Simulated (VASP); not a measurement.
# Mg2CdSe3 (P3m1) in VASP: further runs

Runs on Mg2CdSe3. Level: PBE. Tasks: single point, relaxation of shape and atoms at fixed volume, relaxation of cell and atoms.

Everything below comes from runs of VASP 6.6.1. Logs are shortened: lines on timing, memory, paths and dates and some standing lists are left out, and cuts for length are marked.

## (1) The cell of the first run

Symmetry: P3m1, No. 156, trigonal system. The conventional cell has a = 4.374 Å, b = 4.374 Å, c = 10.691 Å, α = 90.00°, β = 90.00°, γ = 120.00°. Mg (site symmetry 3m) has 4 Se at 2.65 to 2.66 Å within 3.5 Å. Within 3.5 Å of Mg (site symmetry 3m) lie 4 Se at 2.65 to 2.66 Å. Within 3.6 Å of Cd (site symmetry 3m) lie 4 Se at 2.71 to 2.73 Å. Se (site symmetry 3m) has 3 Mg at 2.66 Å and 1 Cd at 2.73 Å within 3.5 Å. Within 3.5 Å of Se (site symmetry 3m) lie 4 Mg at 2.65 to 2.66 Å. Within 3.5 Å of Se (site symmetry 3m) lie 1 Mg at 2.65 Å and 3 Cd at 2.71 Å.

## (2) Single point, PBE (volume scaled by 1.06, then relaxed in part)

The input, INCAR:

```
  PREC = Accurate
  ENCUT = 520
  EDIFF = 1E-6
  ISMEAR = 0
  SIGMA = 0.02
  LREAL = F
  LASPH = T
  NELM = 60
  ALGO = Normal
  ISIF = 2
  LWAVE = F
  LCHARG = F
  GGA = PE
  NBANDS = 26
```

The input, KPOINTS:

```
regular mesh
0
Gamma
  6 6 4
```

The input, POSCAR:

```
Mg2CdSe3
1.0
    4.3743395689      0.0000000000      0.0000000000
   -2.1871697844      3.7882891915      0.0000000000
    0.0000000000      0.0000000000     10.6911543404
Mg Cd Se
2 1 3
Direct
    0.6666666667      0.3333333333      0.3351896497
    0.3333333333      0.6666666667      0.6626705810
    0.0000000000      0.0000000000      0.0017609301
    0.0000000000      0.0000000000      0.2568882439
    0.6666666667      0.3333333333      0.5831339085
    0.3333333333      0.6666666667      0.9103556869
```

Potentials or basis: VASP PAW PBE potentials, release 64 (Mg, Cd, Se).

The run is started by

```bash
$ cat potpaw_PBE.64/Mg/POTCAR potpaw_PBE.64/Cd/POTCAR potpaw_PBE.64/Se/POTCAR > POTCAR
$ mpirun -np 1 vasp_std > vasp.out
```

OUTCAR:

```text
PREC = Accurate
   ENCUT = 520
   EDIFF = 1E-6
   ISMEAR = 0
   LREAL = F
   LASPH = T
   NELM = 60
   ISIF = 2
   GGA = PE

 ion  position               nearest neighbor table
   1  0.667  0.333  0.335-   5 2.65   4 2.66   4 2.66   4 2.66
   2  0.333  0.667  0.663-   6 2.65   5 2.66   5 2.66   5 2.66
   3  0.000  0.000  0.002-   6 2.71   6 2.71   6 2.71   4 2.73
   4  0.000  0.000  0.257-   1 2.66   1 2.66   1 2.66   3 2.73
   5  0.667  0.333  0.583-   1 2.65   2 2.66   2 2.66   2 2.66
   6  0.333  0.667  0.910-   2 2.65   3 2.71   3 2.71   3 2.71

  LATTYP: Found a hexagonal cell.
 ALAT       =     4.3743395689
 C/A-ratio  =     2.4440613656

  Lattice vectors:

 A1 = (   4.3743395689,   0.0000000000,   0.0000000000)
 A2 = (  -2.1871697844,   3.7882891915,   0.0000000000)
 A3 = (   0.0000000000,   0.0000000000,  10.6911543404)

Analysis of symmetry for initial positions (statically):
=====================================================================
 Subroutine PRICEL returns:
 Original cell was already a primitive cell.

 Routine SETGRP: Setting up the symmetry group for a
 hexagonal supercell.

 Subroutine GETGRP returns: Found  6 space group operations
 (whereof  6 operations were pure point group operations)
 out of a pool of 24 trial point group operations.

The static configuration has the point symmetry C_3v.

Analysis of symmetry for dynamics (positions and initial velocities):
=====================================================================
 Subroutine PRICEL returns:
 Original cell was already a primitive cell.

 Routine SETGRP: Setting up the symmetry group for a
 hexagonal supercell.

 Subroutine GETGRP returns: Found  6 space group operations
 (whereof  6 operations were pure point group operations)
 out of a pool of 24 trial point group operations.

The dynamic configuration has the point symmetry C_3v.

 Subroutine INISYM returns: Found  6 space group operations
 (whereof  6 operations are pure point group operations),
 and found     1 'primitive' translations

----------------------------------------------------------------------------------------

                                     Primitive cell
[... 96 lines left out ...]
   ENCUT  =  520.0 eV  38.22 Ry    6.18 a.u.   8.13  8.13 19.88*2*pi/ulx,y,z
   NELM   =     60;   NELMIN=  2; NELMDL= -5     # of ELM steps
   EDIFF  = 0.1E-05   stopping-criterion for ELM
   LREAL  =      F    real-space projection
   EDIFFG = 0.1E-04   stopping-criterion for IOM
   NSW    =      0    number of steps for IOM
   IBRION =     -1    ionic relax: 0-MD 1-quasi-New 2-CG
   NFREE  =      0    steps in history (QN), initial steepest desc. (CG)
   ISIF   =      2    stress and relaxation
   ISYM   =      2    0-nonsym 1-usesym 2-fastsym
   POTIM  = 0.5000    time-step for ionic-motion
   TEBEG  =    0.0;   TEEND  =   0.0 temperature during run
   PSTRESS=    0.0 pullay stress
   NELECT =      34.0000    total number of electrons
   NUPDOWN=      -1.0000    fix difference up-down
   EMIN   =  10.00;   EMAX   =-10.00  energy-range for DOS
   EFERMI =   0.00;   METHOD = LEGACY
   ISMEAR =     0;   SIGMA  =   0.02  broadening in eV -4-tet -1-fermi 0-gaus
   EFERMI_NEDOS =   21; number of points for ismear=-14 and -15
   IALGO  =     38    algorithm
   IMIX   =      4    mixing-type and parameters
     AMIX     =   0.40;   BMIX     =  1.00
     AMIX_MAG =   1.60;   BMIX_MAG =  1.00
  volume/ion in A,a.u.               =      29.53       199.26
  Fermi-wavevector in a.u.,A,eV,Ry     =   0.944295  1.784459 12.132223  0.891693
  Thomas-Fermi vector in A             =   2.072086
   LORBIT       =      0    0 simple, 1 ext, 2 COOP (PROOUT), +10 PAW based schemes
   GGA     = PE    functional components
   LHFCALC =     F    Hartree Fock is set to
   AEXX    =    0.0000 exact exchange contribution
   IVDW    =     0    specifies the selected vdW correction
   LEPSILON=     F    determine dielectric tensor
   LRPA    =     F    only Hartree local field effects (RPA)
 non-spin polarized calculation
 Gauss-broadening in eV      SIGMA  =   0.02
  energy-cutoff  :      520.00
  volume of cell :      177.17
 maximum number of plane-waves:      4845
 NGX is ok and might be reduce to    36
   NGX = 17   NGY = 17   NGZ = 39

 number of electron      34.0000005 magnetization

 Free energy of the ion-electron system (eV)
  ---------------------------------------------------
  ext. energy  EPLUGINS =         0.00000000
  ---------------------------------------------------
  free energy    TOTEN  =       -20.43826636 eV

  energy without entropy =      -20.43826636  energy(sigma->0) =      -20.43826636

 E-fermi :   0.5063     XC(G=0):  -8.0578

 val. band max:        0.3921553764   @ k =   0.0000   0.0000   0.0000
 cond. band min:       1.7215790788   @ k =   0.0000   0.0000   0.0000
 fundamental gap:      1.3294237023
 Fermi energy:         0.5062911699

 k-point     1 :       0.0000    0.0000    0.0000
  band No.  band energies     occupation
      1     -11.4246      2.00000
      2     -11.1861      2.00000
      3     -11.0334      2.00000
      4      -7.0371      2.00000
      5      -7.0371      2.00000
      6      -6.8715      2.00000
[... 685 lines left out ...]
     25       7.1994      0.00000
     26       7.3955      0.00000

------------------------ aborting loop because EDIFF is reached ----------------------------------------

  FORCE on cell =-STRESS in cart. coord.  units (eV):
  Direction    XX          YY          ZZ          XY          YZ          ZX
  --------------------------------------------------------------------------------------
  -------------------------------------------------------------------------------------
  Total       -2.5115979     -2.5115979     -2.5090012     -0.0000000      0.0000000      0.0000000
  in kB      -22.7133122    -22.7133122    -22.6898300     -0.0000000      0.0000000      0.0000000
  external PRESSURE =     -22.7054848 kB  Pullay stress =       0.0000000 kB

 VOLUME and BASIS-vectors are now :
 -----------------------------------------------------------------------------
  energy-cutoff  :      520.00
  volume of cell :      177.17
      direct lattice vectors                 reciprocal lattice vectors
     4.374339569  0.000000000  0.000000000     0.228605938  0.131985700  0.000000000
    -2.187169784  3.788289192  0.000000000     0.000000000  0.263971400  0.000000000
     0.000000000  0.000000000 10.691154340     0.000000000  0.000000000  0.093535269

 POSITION                                       TOTAL-FORCE (eV/Angst)
 -----------------------------------------------------------------------------------
      2.18717      1.26276      3.58356         0.000000     -0.000000      0.002552
     -0.00000      2.52553      7.08471         0.000000     -0.000000      0.001062
      0.00000      0.00000      0.01883        -0.000000      0.000000      0.001190
      0.00000      0.00000      2.74643         0.000000      0.000000      0.025210
      2.18717      1.26276      6.23437         0.000000     -0.000000     -0.001159
     -0.00000      2.52553      9.73275         0.000000     -0.000000     -0.028855
 -----------------------------------------------------------------------------------
    total drift:                               -0.000000     -0.000000      0.000583

  FREE ENERGIE OF THE ION-ELECTRON SYSTEM (eV)
  ---------------------------------------------------
  free  energy   TOTEN  =       -20.4382663645 eV

  energy  without entropy=      -20.4382663645  energy(sigma->0) =      -20.43826636
```

stdout:

```text
POSCAR found type information on POSCAR MgCdSe
 POSCAR found :  3 types and       6 ions
 scaLAPACK will be used
 LDA part: xc-table for (Slater+PW92), standard interpolation
 POSCAR, INCAR and KPOINTS ok, starting setup
 FFT: planning ... GRIDC
 FFT: planning ... GRID_SOFT
 FFT: planning ... GRID
 WAVECAR not read
 entering main loop
```

Run time: 69 s. Hardware: 1 thread of Intel Xeon 6975P-C (Granite Rapids), shared host; peak memory 0.37 GiB.

What came out:

```yaml
Free_energy: -20.4383 eV
Pressure: -2.3 GPa
Largest_force: 0.029 eV/Å
Band_gap_on_the_k_mesh: 1.33 eV, direct
```

Forces on the atoms (eV/Å):
```
Mg   0.000  0.000  0.003
Mg   0.000  0.000  0.001
Cd   0.000  0.000  0.001
Se   0.000  0.000  0.025
Se   0.000  0.000 -0.001
Se   0.000  0.000 -0.029
```

Caveat: the cell differs from its parent crystal (volume scaled by 1.06, then relaxed in part).

## (3) Single point, PBE (volume scaled by 1.10, then relaxed in part)

The input, INCAR:

```
SYSTEM = Mg2CdSe3
  PREC = Accurate
  ENCUT = 520
  EDIFF = 1E-7
  ISMEAR = 0
  SIGMA = 0.02
  LREAL = .False.
  LASPH = .True.
  NELM = 100
  ALGO = Normal
  ISIF = 2
  LWAVE = .False.
  LCHARG = .True.
  GGA = PE
  LELF = .True.
  LVHAR = .True.
  NBANDS = 26
```

The input, KPOINTS:

```
Automatic mesh
0
Gamma
  6 6 4
  0 0 0
```

The input, POSCAR:

```
Mg2CdSe3
1.0
    4.4284061016      0.0000000000      0.0000000000
   -2.2142030508      3.8351121823      0.0000000000
    0.0000000000      0.0000000000     10.8253394774
Mg Cd Se
2 1 3
Direct
    0.6666666667      0.3333333333      0.3351832123
    0.3333333333      0.6666666667      0.6630017158
    0.0000000000      0.0000000000      0.0014890828
    0.0000000000      0.0000000000      0.2564900080
    0.6666666667      0.3333333333      0.5830791063
    0.3333333333      0.6666666667      0.9107558749
```

Potentials or basis: VASP PAW PBE potentials, release 64 (Mg, Cd, Se).

The run is started by

```bash
$ cat potpaw_PBE.64/Mg/POTCAR potpaw_PBE.64/Cd/POTCAR potpaw_PBE.64/Se/POTCAR > POTCAR
$ mpirun -np 1 vasp_std > vasp.out
```

Wall time 78 s (1 thread of Intel Xeon 6975P-C (Granite Rapids), shared host); peak memory 0.38 GiB.

Results (log left out):

| Quantity | Value |
| --- | --- |
| Free energy | -20.3177 eV |
| Pressure | -3.5 GPa |
| Largest force | 0.026 eV/Å |
| Band gap on the k mesh | 1.23 eV, direct |

Forces in eV/Å, atoms in the order of the input:
```
Mg   0.000  0.000  0.003
Mg   0.000  0.000  0.001
Cd   0.000  0.000  0.001
Se   0.000  0.000  0.023
Se   0.000  0.000 -0.001
Se   0.000  0.000 -0.026
```

Levels at points of the mesh, in eV from the valence-band top:
| k point | band 15 | band 16 | band 17 | band 18 | band 19 | band 20 |
| --- | --- | --- | --- | --- | --- | --- |
| (0.00, 0.00, 0.00) | -0.18 | 0.00 | 0.00 | 1.23 | 2.93 | 3.34 |
| (0.50, 0.00, 0.00) | -1.10 | -0.88 | -0.68 | 3.25 | 3.43 | 4.11 |
| (0.00, 0.00, 0.50) | -0.50 | -0.02 | -0.02 | 2.04 | 2.68 | 3.24 |
| (0.50, 0.00, 0.50) | -1.11 | -0.59 | -0.56 | 2.91 | 3.72 | 3.91 |

Caveat: the cell differs from its parent crystal (volume scaled by 1.10, then relaxed in part).

## (4) Relaxation of shape and atoms at fixed volume, PBE (volume scaled by 0.97)

The input, INCAR:

```
SYSTEM = Mg2CdSe3
PREC = Accurate
ENCUT = 600
EDIFF = 1E-6
ISMEAR = 0
SIGMA = 0.02
LREAL = .FALSE.
LASPH = .TRUE.
NELM = 80
ALGO = Normal
ISIF = 4
LWAVE = .FALSE.
LCHARG = .FALSE.
GGA = PE
IBRION = 2
NSW = 50
EDIFFG = -0.01
```

The input, KPOINTS:

```
regular mesh
0
G
  6 6 4
  0 0 0
```

The input, POSCAR:

```
Mg2CdSe3
1.0
    4.2476330154      0.0000000000      0.0000000000
   -2.1238165077      3.6785580973      0.0000000000
    0.0000000000      0.0000000000     10.3757973043
Mg Cd Se
2 1 3
Direct
    0.6666666667      0.3333333333      0.3352050000
    0.3333333333      0.6666666667      0.6620310000
    0.0000000000      0.0000000000      0.0022600000
    0.0000000000      0.0000000000      0.2576430000
    0.6666666667      0.3333333333      0.5832290000
    0.3333333333      0.6666666667      0.9096310000
```

The run is started by

```bash
$ cat potpaw_PBE.64/Mg/POTCAR potpaw_PBE.64/Cd/POTCAR potpaw_PBE.64/Se/POTCAR > POTCAR
$ mpirun -np 1 vasp_std > vasp.out
```

It took 7.3 min on 1 thread of AMD EPYC 7R13, shared host; peak memory 0.37 GiB.

It converged, with:

- Free energy: -20.4879 eV
- Energy gained by relaxing: 0.1 meV/atom
- Ionic steps: 5
- Pressure after relaxing: 1.5 GPa
- Band gap on the k mesh: 1.56 eV, direct

Forces on the atoms (eV/Å):
```
Mg   0.000  0.000 -0.002
Mg   0.000  0.000  0.003
Cd   0.000  0.000 -0.001
Se   0.000  0.000  0.001
Se   0.000  0.000 -0.001
Se   0.000  0.000  0.000
```

The path:
```
step  energy change (eV)  largest force (eV/Å)  pressure (GPa)  volume (Å³)
   1              0.0000                0.0704            1.52       162.12
   2             -0.0003                0.0400            1.52       162.12
   3             -0.0005                0.0356            1.50       162.12
   4             -0.0006                0.0230            1.50       162.12
   5             -0.0007                0.0025            1.50       162.12
```

Final structure:
```
CELL_PARAMETERS angstrom
4.24746 0.00000 0.00000
-2.12373 3.67841 0.00000
0.00000 0.00000 10.37664
ATOMIC_POSITIONS crystal
Mg 0.66667 0.33333 0.33546
Mg 0.33333 0.66667 0.66133
Cd 0.00000 0.00000 0.00272
Se 0.00000 0.00000 0.25857
Se 0.66667 0.33333 0.58327
Se 0.33333 0.66667 0.90864
```

Levels at points of the mesh, in eV from the valence-band top:
| k point | band 14 | band 15 | band 16 | band 17 | band 18 | band 19 | band 20 | band 21 |
| --- | --- | --- | --- | --- | --- | --- | --- | --- |
| (0.00, 0.00, 0.00) | -0.75 | -0.28 | 0.00 | 0.00 | 1.56 | 3.25 | 3.62 | 6.25 |
| (0.50, 0.00, 0.00) | -1.57 | -1.38 | -1.15 | -0.84 | 3.04 | 3.69 | 4.33 | 4.34 |
| (0.00, 0.00, 0.50) | -0.71 | -0.71 | -0.02 | -0.02 | 2.40 | 3.03 | 3.52 | 5.92 |
| (0.50, 0.00, 0.50) | -1.55 | -1.39 | -0.77 | -0.70 | 3.14 | 3.55 | 3.86 | 4.87 |

Caveat: the cell differs from its parent crystal (volume scaled by 0.97).

(Continued in part 2 of 3.)
